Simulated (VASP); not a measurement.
# MgBe2S3 (P6/mmm) in VASP: single point with PBE

Aim: the single point of MgBe2S3 with PBE.

Everything below comes from runs of VASP 6.6.1. Logs are shortened: lines on timing, memory, paths and dates and some standing lists are left out, and cuts for length are marked.

## Step 1: The cell of the first run

It takes space group P6/mmm (No. 191, hexagonal). The conventional cell has a = 5.280 Å, b = 5.280 Å, c = 4.231 Å, α = 90.00°, β = 90.00°, γ = 120.00°. Mg (site symmetry 6/mmm) has 6 Be at 3.05 Å and 12 S at 3.38 Å within 4.0 Å. Be (site symmetry -6m2) has 6 S at 2.61 Å and 3 Mg at 3.05 Å and 3 Be at 3.05 Å within 3.4 Å. Within 3.4 Å of S (site symmetry mmm) lie 4 Be at 2.61 Å and 4 S at 2.64 Å and 4 Mg at 3.38 Å.

## Step 2: Single point, PBE

INCAR

```
  PREC = Accurate
  ENCUT = 520
  EDIFF = 1E-6
  ISMEAR = 0
  SIGMA = 0.1
  LREAL = False
  LASPH = True
  NELM = 60
  ALGO = Normal
  ISIF = 2
  LWAVE = False
  LCHARG = True
  GGA = PE
  LELF = True
  LVHAR = True
  NBANDS = 21
```

KPOINTS

```
regular mesh
0
Gamma
  6 6 4
```

POSCAR

```
MgBe2S3
1.0
    5.2800951100      0.0000000000      0.0000000000
   -2.6400475500      4.5726965000      0.0000000000
    0.0000000000      0.0000000000      4.2311070100
Mg Be S
1 2 3
Direct
    0.0000000000      0.0000000000      0.0000000000
    0.3333333300      0.6666666700      0.0000000000
    0.6666666700      0.3333333300      0.0000000000
    0.5000000000      0.0000000000      0.5000000000
    0.0000000000      0.5000000000      0.5000000000
    0.5000000000      0.5000000000      0.5000000000
```

Potentials or basis: VASP PAW PBE potentials, release 64 (Mg, Be, S).

The run is started by

```console
> cat potpaw_PBE.64/Mg/POTCAR potpaw_PBE.64/Be/POTCAR potpaw_PBE.64/S/POTCAR > POTCAR
> mpirun -np 1 vasp_std > vasp.out
```

OUTCAR:

```text
PREC = Accurate
   ENCUT = 520
   EDIFF = 1E-6
   ISMEAR = 0
   LREAL = False
   LASPH = True
   NELM = 60
   ISIF = 2
   GGA = PE

 ion  position               nearest neighbor table
   1  0.000  0.000  0.000-
   2  0.333  0.667  0.000-
   3  0.667  0.333  0.000-
   4  0.500  0.000  0.500-   6 2.64   6 2.64   5 2.64   5 2.64
   5  0.000  0.500  0.500-   6 2.64   6 2.64   4 2.64   4 2.64
   6  0.500  0.500  0.500-   4 2.64   4 2.64   5 2.64   5 2.64

  LATTYP: Found a hexagonal cell.
 ALAT       =     5.2800951100
 C/A-ratio  =     0.8013315900

  Lattice vectors:

 A1 = (   5.2800951100,   0.0000000000,   0.0000000000)
 A2 = (  -2.6400475500,   4.5726965000,   0.0000000000)
 A3 = (   0.0000000000,   0.0000000000,   4.2311070100)

Analysis of symmetry for initial positions (statically):
=====================================================================
 Subroutine PRICEL returns:
 Original cell was already a primitive cell.

 Routine SETGRP: Setting up the symmetry group for a
 hexagonal supercell.

 Subroutine GETGRP returns: Found 24 space group operations
 (whereof 24 operations were pure point group operations)
 out of a pool of 24 trial point group operations.

The static configuration has the point symmetry D_6h.

Analysis of symmetry for dynamics (positions and initial velocities):
=====================================================================
 Subroutine PRICEL returns:
 Original cell was already a primitive cell.

 Routine SETGRP: Setting up the symmetry group for a
 hexagonal supercell.

 Subroutine GETGRP returns: Found 24 space group operations
 (whereof 24 operations were pure point group operations)
 out of a pool of 24 trial point group operations.

The dynamic configuration has the point symmetry D_6h.

 Subroutine INISYM returns: Found 24 space group operations
 (whereof 24 operations are pure point group operations),
 and found     1 'primitive' translations

----------------------------------------------------------------------------------------

                                     Primitive cell

  volume of cell :     102.1570

  direct lattice vectors                    reciprocal lattice vectors
     5.280095110  0.000000000  0.000000000     0.189390528  0.109344672  0.000000000
    -2.640047550  4.572696500  0.000000000     0.000000000  0.218689344  0.000000000
     0.000000000  0.000000000  4.231107010     0.000000000  0.000000000  0.236344767

  length of vectors
     5.280095110  5.280095108  4.231107010     0.218689344  0.218689344  0.236344767

  position of ions in fractional coordinates (direct lattice)
     0.000000000  0.000000000  0.000000000
     0.333333330  0.666666670  0.000000000
     0.666666670  0.333333330  0.000000000
     0.500000000  0.000000000  0.500000000
     0.000000000  0.500000000  0.500000000
     0.500000000  0.500000000  0.500000000

  ion indices of the primitive-cell ions
   primitive index   ion index
                 1           1
                 2           2
                 3           3
                 4           4
                 5           5
                 6           6

----------------------------------------------------------------------------------------

 KPOINTS: regular mesh

Automatic generation of k-mesh.
 Grid dimensions read from file:
 generate k-points for:    6    6    4

 Generating k-lattice:

  Cartesian coordinates                     Fractional coordinates (reciprocal lattice)
     0.031565088  0.018224112  0.000000000     0.166666667  0.000000000  0.000000000
     0.000000000  0.036448224  0.000000000     0.000000000  0.166666667  0.000000000
     0.000000000  0.000000000  0.059086192     0.000000000  0.000000000  0.250000000

  Length of vectors
     0.036448224  0.036448224  0.059086192

  Shift w.r.t. Gamma in fractional coordinates (k-lattice)
     0.000000000  0.000000000  0.000000000

 Subroutine IBZKPT returns following result:
 ===========================================

 Found     21 irreducible k-points:

 Following reciprocal coordinates:
            Coordinates               Weight
  0.000000  0.000000  0.000000      1.000000
  0.166667  0.000000  0.000000      6.000000
  0.333333  0.000000  0.000000      6.000000
  0.500000  0.000000  0.000000      3.000000
  0.166667  0.166667  0.000000      6.000000
  0.333333  0.166667  0.000000     12.000000
[... 13 lines left out ...]
  0.333333  0.166667  0.500000     12.000000
  0.333333  0.333333  0.500000      2.000000
   k-points           NKPTS =     21   k-points in BZ     NKDIM =     21   number of bands    NBANDS=     21
   number of dos      NEDOS =    301   number of ions     NIONS =      6
   total plane-waves  NPLWV =  51200
   dimension x,y,z NGX =    40 NGY =   40 NGZ =   32
   dimension x,y,z NGXF=    80 NGYF=   80 NGZF=   64
   ions per type =               1   2   3
   NGX,Y,Z   is equivalent  to a cutoff of  12.59, 12.59, 12.57 a.u.
   NGXF,Y,Z  is equivalent  to a cutoff of  25.19, 25.19, 25.15 a.u.
 SYSTEM =  unknown system
   PREC   = accura    normal or accurate (medium, high low for compatibility)
   ISTART =      0    job   : 0-new  1-cont  2-samecut
   ICHARG =      2    charge: 1-file 2-atom 10-const
   ISPIN  =      1    spin polarized calculation?
   LNONCOLLINEAR =      F non collinear calculations
   LSORBIT =      F    spin-orbit coupling
   LASPH  =      T    aspherical Exc in radial PAW
   ENCUT  =  520.0 eV  38.22 Ry    6.18 a.u.   9.82  9.82  7.87*2*pi/ulx,y,z
   NELM   =     60;   NELMIN=  2; NELMDL= -5     # of ELM steps
   EDIFF  = 0.1E-05   stopping-criterion for ELM
   LREAL  =      F    real-space projection
   EDIFFG = 0.1E-04   stopping-criterion for IOM
   NSW    =      0    number of steps for IOM
   IBRION =     -1    ionic relax: 0-MD 1-quasi-New 2-CG
   NFREE  =      0    steps in history (QN), initial steepest desc. (CG)
   ISIF   =      2    stress and relaxation
   ISYM   =      2    0-nonsym 1-usesym 2-fastsym
   POTIM  = 0.5000    time-step for ionic-motion
   TEBEG  =    0.0;   TEEND  =   0.0 temperature during run
   PSTRESS=    0.0 pullay stress
   NELECT =      24.0000    total number of electrons
   NUPDOWN=      -1.0000    fix difference up-down
   EMIN   =  10.00;   EMAX   =-10.00  energy-range for DOS
   EFERMI =   0.00;   METHOD = LEGACY
   ISMEAR =     0;   SIGMA  =   0.10  broadening in eV -4-tet -1-fermi 0-gaus
   EFERMI_NEDOS =   21; number of points for ismear=-14 and -15
   IALGO  =     38    algorithm
   IMIX   =      4    mixing-type and parameters
     AMIX     =   0.40;   BMIX     =  1.00
     AMIX_MAG =   1.60;   BMIX_MAG =  1.00
  volume/ion in A,a.u.               =      17.03       114.90
  Fermi-wavevector in a.u.,A,eV,Ry     =   1.010158  1.908921 13.883639  1.020419
  Thomas-Fermi vector in A             =   2.143130
   LORBIT       =      0    0 simple, 1 ext, 2 COOP (PROOUT), +10 PAW based schemes
   GGA     = PE    functional components
   LHFCALC =     F    Hartree Fock is set to
   AEXX    =    0.0000 exact exchange contribution
   IVDW    =     0    specifies the selected vdW correction
   LEPSILON=     F    determine dielectric tensor
   LRPA    =     F    only Hartree local field effects (RPA)
 non-spin polarized calculation
 Gauss-broadening in eV      SIGMA  =   0.10
  energy-cutoff  :      520.00
  volume of cell :      102.16
 maximum number of plane-waves:      2776
 NGX is ok and might be reduce to    40
   NGX = 19   NGY = 19   NGZ = 15

 number of electron      24.0000003 magnetization

 Free energy of the ion-electron system (eV)
  ---------------------------------------------------
  ext. energy  EPLUGINS =         0.00000000
  ---------------------------------------------------
  free energy    TOTEN  =       -17.60548304 eV

  energy without entropy =      -17.58803675  energy(sigma->0) =      -17.59675990

 E-fermi :   5.6626     XC(G=0):  -9.5931

 val. band max:        5.6610698479   @ k =   0.5000   0.0000   0.2500
 cond. band min:       5.6717671587   @ k =   0.3333   0.3333   0.2500
 fundamental gap:      0.0106973108
 Fermi energy:         5.6626013859

 k-point     1 :       0.0000    0.0000    0.0000
  band No.  band energies     occupation
      1     -10.6101      2.00000
      2      -6.8087      2.00000
      3      -6.8087      2.00000
      4      -2.9817      2.00000
      5      -0.6509      2.00000
      6      -0.2922      2.00000
[... 13 lines left out ...]
     20       8.6017      0.00000
     21      11.2768      0.00000

 k-point     2 :       0.1667    0.0000    0.0000
  band No.  band energies     occupation
      1     -10.4738      2.00000
      2      -7.3016      2.00000
      3      -6.8527      2.00000
      4      -2.3911      2.00000
      5      -0.5174      2.00000
      6      -0.3248      2.00000
[... 13 lines left out ...]
     20       9.3301      0.00000
     21      10.4489      0.00000

 k-point     3 :       0.3333    0.0000    0.0000
  band No.  band energies     occupation
      1     -10.0940      2.00000
      2      -8.2009      2.00000
      3      -6.9361      2.00000
      4      -1.6242      2.00000
      5      -0.1458      2.00000
      6       0.2299      2.00000
[... 13 lines left out ...]
     20      10.1886      0.00000
     21      10.6167      0.00000

 k-point     4 :       0.5000    0.0000    0.0000
  band No.  band energies     occupation
      1      -9.7445      2.00000
      2      -8.7575      2.00000
      3      -6.9759      2.00000
      4      -1.5038      2.00000
      5       0.1948      2.00000
      6       1.1777      2.00000
[... 13 lines left out ...]
     20      10.7536      0.00000
     21      11.1384      0.00000

 k-point     5 :       0.1667    0.1667    0.0000
  band No.  band energies     occupation
      1     -10.2115      2.00000
      2      -7.9530      2.00000
      3      -6.9426      2.00000
      4      -1.5952      2.00000
      5      -0.3537      2.00000
      6      -0.2605      2.00000
[... 13 lines left out ...]
     20       9.9888      0.00000
     21      10.5260      0.00000

 k-point     6 :       0.3333    0.1667    0.0000
  band No.  band energies     occupation
      1      -9.7598      2.00000
      2      -8.7092      2.00000
      3      -7.0398      2.00000
      4      -1.0341      2.00000
      5       0.1812      2.00000
      6       0.3562      2.00000
[... 13 lines left out ...]
     20      10.4445      0.00000
     21      11.2576      0.00000

 k-point     7 :       0.3333    0.3333    0.0000
  band No.  band energies     occupation
      1      -9.2666      2.00000
      2      -9.2666      2.00000
      3      -7.1216      2.00000
      4       0.2395      2.00000
      5       0.2395      2.00000
      6       0.3759      2.00000
[... 13 lines left out ...]
     20      10.1950      0.00000
     21      10.1950      0.00000
[... 219 lines left out ...]
      1      -9.9041      2.00000
      2      -8.0084      2.00000
      3      -6.7262      2.00000
      4      -2.3048      2.00000
      5      -1.3689      2.00000
      6      -0.3972      2.00000
[... 13 lines left out ...]
     20      10.0348      0.00000
     21      10.9572      0.00000

 k-point    18 :       0.5000    0.0000    0.5000
  band No.  band energies     occupation
      1      -9.5615      2.00000
      2      -8.5597      2.00000
      3      -6.7631      2.00000
      4      -1.8685      2.00000
      5      -1.1465      2.00000
      6      -1.0546      2.00000
[... 13 lines left out ...]
     20      10.3160      0.00000
     21      11.0799      0.00000

 k-point    19 :       0.1667    0.1667    0.5000
  band No.  band energies     occupation
      1     -10.0198      2.00000
      2      -7.7643      2.00000
      3      -6.7294      2.00000
      4      -2.4412      2.00000
      5      -1.4346      2.00000
      6      -0.0774      2.00000
[... 13 lines left out ...]
     20      10.1963      0.00000
     21      10.7513      0.00000

 k-point    20 :       0.3333    0.1667    0.5000
  band No.  band energies     occupation
      1      -9.5740      2.00000
      2      -8.5204      2.00000
      3      -6.8155      2.00000
      4      -1.9223      2.00000
      5      -0.8868      2.00000
      6      -0.7311      2.00000
[... 13 lines left out ...]
     20      10.3543      0.00000
     21      11.2890      0.00000

 k-point    21 :       0.3333    0.3333    0.5000
  band No.  band energies     occupation
      1      -9.0826      2.00000
      2      -9.0826      2.00000
      3      -6.8848      2.00000
      4      -1.3967      2.00000
      5      -1.3967      2.00000
      6       0.2876      2.00000
[... 13 lines left out ...]
     20      10.8108      0.00000
     21      10.8108      0.00000

------------------------ aborting loop because EDIFF is reached ----------------------------------------

  FORCE on cell =-STRESS in cart. coord.  units (eV):
  Direction    XX          YY          ZZ          XY          YZ          ZX
  --------------------------------------------------------------------------------------
  -------------------------------------------------------------------------------------
  Total       -0.7989127     -0.7989127     -5.6029939     -0.0000000     -0.0000000      0.0000000
  in kB      -12.5297319    -12.5297319    -87.8744468     -0.0000000     -0.0000000      0.0000000
  external PRESSURE =     -37.6446368 kB  Pullay stress =       0.0000000 kB

 VOLUME and BASIS-vectors are now :
 -----------------------------------------------------------------------------
  energy-cutoff  :      520.00
  volume of cell :      102.16
      direct lattice vectors                 reciprocal lattice vectors
     5.280095110  0.000000000  0.000000000     0.189390528  0.109344672  0.000000000
    -2.640047550  4.572696500  0.000000000     0.000000000  0.218689344  0.000000000
     0.000000000  0.000000000  4.231107010     0.000000000  0.000000000  0.236344767

 POSITION                                       TOTAL-FORCE (eV/Angst)
 -----------------------------------------------------------------------------------
      0.00000      0.00000      0.00000         0.000000      0.000000      0.000000
     -0.00000      3.04846      0.00000        -0.000000      0.000000     -0.000000
      2.64005      1.52423      0.00000         0.000000     -0.000000      0.000000
      2.64005      0.00000      2.11555         0.000000      0.000000      0.000000
     -1.32002      2.28635      2.11555         0.000000      0.000000      0.000000
      1.32002      2.28635      2.11555        -0.000000      0.000000      0.000000
 -----------------------------------------------------------------------------------
    total drift:                               -0.000000      0.000000     -0.000000

  FREE ENERGIE OF THE ION-ELECTRON SYSTEM (eV)
  ---------------------------------------------------
  free  energy   TOTEN  =       -17.6054830447 eV

  energy  without entropy=      -17.5880367537  energy(sigma->0) =      -17.59675990
```

It took 20 s on 1 thread of AMD EPYC 9R45 (Zen 5), shared host; peak memory 0.2 GiB.

Results:

```
Free energy            : -17.6055 eV
Pressure               : -3.8 GPa
Band gap on the k mesh : zero (band 12 reaches 6.42 eV, above the bottom of band 13 at 4.01 eV)
```

Caveat: the k points lie up to 0.37 Å⁻¹ apart.
